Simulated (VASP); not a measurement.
# SiC (Moissanite) (P6_3mc) in VASP: further runs

SiC (Moissanite) is run at these levels: PBE; tasks: single point.

Program: VASP 6.6.1. These are calculated values, not measurements. Logs are shortened: lines on timing, memory, paths and dates and some standing lists are left out, and cuts for length are marked.

## (1) The cell of the first run

The structure is hexagonal, space group P6_3mc (No. 186). The conventional cell has a = 3.050 Å, b = 3.050 Å, c = 5.006 Å, α = 90.00°, β = 90.00°, γ = 120.00°. Si (site symmetry 3m) has 4 C at 1.85 to 1.93 Å within 2.5 Å. Within 2.5 Å of C (site symmetry 3m) lie 4 Si at 1.85 to 1.93 Å.

## (2) Single point, PBE

INCAR reads:

```
  PREC = Accurate
  ENCUT = 520
  EDIFF = 1E-7
  ISMEAR = 0
  SIGMA = 0.01
  LREAL = F
  LASPH = T
  NELM = 100
  ALGO = Normal
  ISIF = 2
  LWAVE = F
  LCHARG = F
  GGA = PE
  NBANDS = 16
```

KPOINTS reads:

```
Automatic mesh
0
Gamma
  12 12 4
```

POSCAR reads:

```
SiC
1.0
    3.0501500384      0.0000000000      0.0000000000
   -1.5250750192      2.6415033113      0.0000000000
    0.0000000000      0.0000000000      5.0055778263
Si C
2 2
Direct
    0.3333333333      0.6666666667      0.0000000000
    0.6666666667      0.3333333333      0.5000000000
    0.3333333333      0.6666666667      0.3850000000
    0.6666666667      0.3333333333      0.8850000000
```

Potentials or basis: VASP PAW PBE potentials, release 64 (Si, C).

On the command line:

```bash
$ cat potpaw_PBE.64/Si/POTCAR potpaw_PBE.64/C/POTCAR > POTCAR
$ mpirun -np 1 vasp_std > vasp.out
```

OUTCAR:

```text
PREC = Accurate
   ENCUT = 520
   EDIFF = 1E-7
   ISMEAR = 0
   LREAL = F
   LASPH = T
   NELM = 100
   ISIF = 2
   GGA = PE

 ion  position               nearest neighbor table
   1  0.333  0.667  0.000-   4 1.85   4 1.85   4 1.85   3 1.93   2 3.06   2 3.06   2 3.06   2 3.06
                             2 3.06   2 3.06
   2  0.667  0.333  0.500-   3 1.85   3 1.85   3 1.85   4 1.93   1 3.06   1 3.06   1 3.06   1 3.06
                             1 3.06   1 3.06
   3  0.333  0.667  0.385-   2 1.85   2 1.85   2 1.85   1 1.93
   4  0.667  0.333  0.885-   1 1.85   1 1.85   1 1.85   2 1.93

  LATTYP: Found a hexagonal cell.
 ALAT       =     3.0501500384
 C/A-ratio  =     1.6410923277

  Lattice vectors:

 A1 = (   3.0501500384,   0.0000000000,   0.0000000000)
 A2 = (  -1.5250750192,   2.6415033113,   0.0000000000)
 A3 = (   0.0000000000,   0.0000000000,   5.0055778263)

Analysis of symmetry for initial positions (statically):
=====================================================================
 Subroutine PRICEL returns:
 Original cell was already a primitive cell.

 Routine SETGRP: Setting up the symmetry group for a
 hexagonal supercell.

 Subroutine GETGRP returns: Found 12 space group operations
 (whereof  6 operations were pure point group operations)
 out of a pool of 24 trial point group operations.

The static configuration has the point symmetry C_3v.
 The point group associated with its full space group is C_6v.

Analysis of symmetry for dynamics (positions and initial velocities):
=====================================================================
 Subroutine PRICEL returns:
 Original cell was already a primitive cell.

 Routine SETGRP: Setting up the symmetry group for a
 hexagonal supercell.

 Subroutine GETGRP returns: Found 12 space group operations
 (whereof  6 operations were pure point group operations)
 out of a pool of 24 trial point group operations.

The dynamic configuration has the point symmetry C_3v.
 The point group associated with its full space group is C_6v.

 Subroutine INISYM returns: Found 12 space group operations
 (whereof  6 operations are pure point group operations),
 and found     1 'primitive' translations

----------------------------------------------------------------------------------------

                                     Primitive cell

  volume of cell :      40.3298

  direct lattice vectors                    reciprocal lattice vectors
     3.050150038  0.000000000  0.000000000     0.327852724  0.189286153  0.000000000
    -1.525075019  2.641503311  0.000000000     0.000000000  0.378572306  0.000000000
     0.000000000  0.000000000  5.005577826     0.000000000  0.000000000  0.199777136

  length of vectors
     3.050150038  3.050146481  5.005577826     0.378571865  0.378572306  0.199777136

  position of ions in fractional coordinates (direct lattice)
     0.333333333  0.666666667  0.000000000
     0.666666667  0.333333333  0.500000000
     0.333333333  0.666666667  0.385000000
     0.666666667  0.333333333  0.885000000

  ion indices of the primitive-cell ions
   primitive index   ion index
                 1           1
                 2           2
                 3           3
                 4           4

----------------------------------------------------------------------------------------

 KPOINTS: Automatic mesh

Automatic generation of k-mesh.
 Grid dimensions read from file:
 generate k-points for:   12   12    4

 Generating k-lattice:

  Cartesian coordinates                     Fractional coordinates (reciprocal lattice)
     0.027321060  0.015773846  0.000000000     0.083333333  0.000000000  0.000000000
     0.000000000  0.031547692  0.000000000     0.000000000  0.083333333  0.000000000
     0.000000000  0.000000000  0.049944284     0.000000000  0.000000000  0.250000000

  Length of vectors
     0.031547655  0.031547692  0.049944284

  Shift w.r.t. Gamma in fractional coordinates (k-lattice)
     0.000000000  0.000000000  0.000000000

 Subroutine IBZKPT returns following result:
 ===========================================

 Found     57 irreducible k-points:

 Following reciprocal coordinates:
            Coordinates               Weight
  0.000000  0.000000  0.000000      1.000000
  0.083333 -0.000000  0.000000      6.000000
  0.166667 -0.000000  0.000000      6.000000
  0.250000  0.000000  0.000000      6.000000
  0.333333 -0.000000  0.000000      6.000000
  0.416667 -0.000000  0.000000      6.000000
[... 16 lines left out ...]
  0.250000  0.000000  0.250000     12.000000
  0.333333 -0.000000  0.250000     12.000000
 [... further k-points ...]
   k-points           NKPTS =     57   k-points in BZ     NKDIM =     57   number of bands    NBANDS=     16
   number of dos      NEDOS =    301   number of ions     NIONS =      4
   total plane-waves  NPLWV =  23040
   dimension x,y,z NGX =    24 NGY =   24 NGZ =   40
   dimension x,y,z NGXF=    48 NGYF=   48 NGZF=   80
   ions per type =               2   2
   NGX,Y,Z   is equivalent  to a cutoff of  13.08, 13.08, 13.28 a.u.
   NGXF,Y,Z  is equivalent  to a cutoff of  26.16, 26.16, 26.57 a.u.
 SYSTEM =  unknown system
   PREC   = accura    normal or accurate (medium, high low for compatibility)
   ISTART =      0    job   : 0-new  1-cont  2-samecut
   ICHARG =      2    charge: 1-file 2-atom 10-const
   ISPIN  =      1    spin polarized calculation?
   LNONCOLLINEAR =      F non collinear calculations
   LSORBIT =      F    spin-orbit coupling
   LASPH  =      T    aspherical Exc in radial PAW
   ENCUT  =  520.0 eV  38.22 Ry    6.18 a.u.   5.67  5.67  9.31*2*pi/ulx,y,z
   NELM   =    100;   NELMIN=  2; NELMDL= -5     # of ELM steps
   EDIFF  = 0.1E-06   stopping-criterion for ELM
   LREAL  =      F    real-space projection
   EDIFFG = 0.1E-05   stopping-criterion for IOM
   NSW    =      0    number of steps for IOM
   IBRION =     -1    ionic relax: 0-MD 1-quasi-New 2-CG
   NFREE  =      0    steps in history (QN), initial steepest desc. (CG)
   ISIF   =      2    stress and relaxation
   ISYM   =      2    0-nonsym 1-usesym 2-fastsym
   POTIM  = 0.5000    time-step for ionic-motion
   TEBEG  =    0.0;   TEEND  =   0.0 temperature during run
   PSTRESS=    0.0 pullay stress
   NELECT =      16.0000    total number of electrons
   NUPDOWN=      -1.0000    fix difference up-down
   EMIN   =  10.00;   EMAX   =-10.00  energy-range for DOS
   EFERMI =   0.00;   METHOD = LEGACY
   ISMEAR =     0;   SIGMA  =   0.01  broadening in eV -4-tet -1-fermi 0-gaus
   EFERMI_NEDOS =   21; number of points for ismear=-14 and -15
   IALGO  =     38    algorithm
   IMIX   =      4    mixing-type and parameters
     AMIX     =   0.40;   BMIX     =  1.00
     AMIX_MAG =   1.60;   BMIX_MAG =  1.00
  volume/ion in A,a.u.               =      10.08        68.04
  Fermi-wavevector in a.u.,A,eV,Ry     =   1.202927  2.273203 19.688087  1.447034
  Thomas-Fermi vector in A             =   2.338695
   LORBIT       =      0    0 simple, 1 ext, 2 COOP (PROOUT), +10 PAW based schemes
   GGA     = PE    functional components
   LHFCALC =     F    Hartree Fock is set to
   AEXX    =    0.0000 exact exchange contribution
   IVDW    =     0    specifies the selected vdW correction
   LEPSILON=     F    determine dielectric tensor
   LRPA    =     F    only Hartree local field effects (RPA)
 non-spin polarized calculation
 Gauss-broadening in eV      SIGMA  =   0.01
  energy-cutoff  :      520.00
  volume of cell :       40.33
 maximum number of plane-waves:      1105
 NGX is ok and might be reduce to    24
   NGX = 11   NGY = 11   NGZ = 19

 number of electron      15.9999999 magnetization

 Free energy of the ion-electron system (eV)
  ---------------------------------------------------
  ext. energy  EPLUGINS =         0.00000000
  ---------------------------------------------------
  free energy    TOTEN  =       -30.02505589 eV

  energy without entropy =      -30.02505589  energy(sigma->0) =      -30.02505589

 E-fermi :   8.8155     XC(G=0): -11.4593

 val. band max:        8.6979602715   @ k =   0.0000   0.0000   0.0000
 cond. band min:      10.9740936613   @ k =   0.3333   0.3333   0.0000
 fundamental gap:      2.2761333899
 Fermi energy:         8.8155008361

 k-point     1 :       0.0000    0.0000    0.0000
  band No.  band energies     occupation
      1      -7.2288      2.00000
      2      -3.6293      2.00000
      3      -0.1455      2.00000
      4       7.1304      2.00000
      5       7.1304      2.00000
      6       8.4240      2.00000
[... 8 lines left out ...]
     15      17.5809      0.00000
     16      20.2526      0.00000

 k-point     2 :       0.0833   -0.0000    0.0000
  band No.  band energies     occupation
      1      -7.1057      2.00000
      2      -3.5236      2.00000
      3      -0.0301      2.00000
      4       6.4489      2.00000
      5       6.9177      2.00000
      6       7.9764      2.00000
[... 8 lines left out ...]
     15      17.8974      0.00000
     16      19.1046      0.00000

 k-point     3 :       0.1667   -0.0000    0.0000
  band No.  band energies     occupation
      1      -6.7395      2.00000
      2      -3.2152      2.00000
      3       0.3077      2.00000
      4       4.9491      2.00000
      5       6.4362      2.00000
      6       6.8659      2.00000
[... 8 lines left out ...]
     15      18.1349      0.00000
     16      18.5678      0.00000

 k-point     4 :       0.2500    0.0000    0.0000
  band No.  band energies     occupation
      1      -6.1412      2.00000
      2      -2.7398      2.00000
      3       0.8233      2.00000
      4       3.2940      2.00000
      5       5.4745      2.00000
      6       5.9131      2.00000
[... 8 lines left out ...]
     15      18.6841      0.00000
     16      19.4223      0.00000
[... 324 lines left out ...]
 k-point    22 :       0.1667   -0.0000    0.2500
  band No.  band energies     occupation
      1      -6.4333      2.00000
      2      -4.1960      2.00000
      3       1.7389      2.00000
      4       5.2220      2.00000
      5       6.1681      2.00000
      6       6.6365      2.00000
[... 8 lines left out ...]
     15      18.1979      0.00000
     16      19.3843      0.00000

 k-point    23 :       0.2500    0.0000    0.2500
  band No.  band energies     occupation
      1      -5.8399      2.00000
      2      -3.6614      2.00000
      3       1.9763      2.00000
      4       3.7878      2.00000
      5       4.7646      2.00000
      6       6.1295      2.00000
[... 8 lines left out ...]
     15      19.3181      0.00000
     16      19.7565      0.00000

 k-point    24 :       0.3333   -0.0000    0.2500
  band No.  band energies     occupation
      1      -5.0460      2.00000
      2      -2.9957      2.00000
      3       1.3124      2.00000
      4       3.1829      2.00000
      5       3.5916      2.00000
      6       5.7063      2.00000
[... 8 lines left out ...]
     15      20.3446      0.00000
     16      20.5604      0.00000

 [... further k-points ...]

------------------------ aborting loop because EDIFF is reached ----------------------------------------

  FORCE on cell =-STRESS in cart. coord.  units (eV):
  Direction    XX          YY          ZZ          XY          YZ          ZX
  --------------------------------------------------------------------------------------
  -------------------------------------------------------------------------------------
  Total        2.9336477      2.9336386      1.4348153      0.0000000      0.0000000      0.0000000
  in kB      116.5445490    116.5441866     57.0006757      0.0000000      0.0000000      0.0000000
  external PRESSURE =      96.6964704 kB  Pullay stress =       0.0000000 kB

 VOLUME and BASIS-vectors are now :
 -----------------------------------------------------------------------------
  energy-cutoff  :      520.00
  volume of cell :       40.33
      direct lattice vectors                 reciprocal lattice vectors
     3.050150038  0.000000000  0.000000000     0.327852724  0.189286153  0.000000000
    -1.525075019  2.641503311  0.000000000     0.000000000  0.378572306  0.000000000
     0.000000000  0.000000000  5.005577826     0.000000000  0.000000000  0.199777136

 POSITION                                       TOTAL-FORCE (eV/Angst)
 -----------------------------------------------------------------------------------
     -0.00000      1.76100      0.00000        -0.000000     -0.000000      0.791956
      1.52508      0.88050      2.50279         0.000000      0.000000      0.791956
     -0.00000      1.76100      1.92715         0.000000      0.000000     -0.791956
      1.52508      0.88050      4.42994        -0.000000     -0.000000     -0.791956
 -----------------------------------------------------------------------------------
    total drift:                                0.000000      0.000000     -0.000179

  FREE ENERGIE OF THE ION-ELECTRON SYSTEM (eV)
  ---------------------------------------------------
  free  energy   TOTEN  =       -30.0250558870 eV

  energy  without entropy=      -30.0250558870  energy(sigma->0) =      -30.02505589
```

It took 26 s on 1 thread of Intel Xeon Platinum 8259CL at 2.50GHz (Skylake/Cascade Lake), shared host; peak memory 0.17 GiB.

Results:

| Item | Value |
| --- | --- |
| Free energy | -30.0251 eV |
| Pressure | 9.7 GPa |
| Largest force | 0.792 eV/Å |
| Band gap on the k mesh | 2.28 eV, indirect (least direct gap 4.13 eV) |

Forces in eV/Å, atoms in the order of the input:
```
Si   0.000  0.000  0.792
Si   0.000  0.000  0.792
C    0.000  0.000 -0.792
C    0.000  0.000 -0.792
```

A k mesh can miss the band edges.

(Part 1 of 3 ends here.)
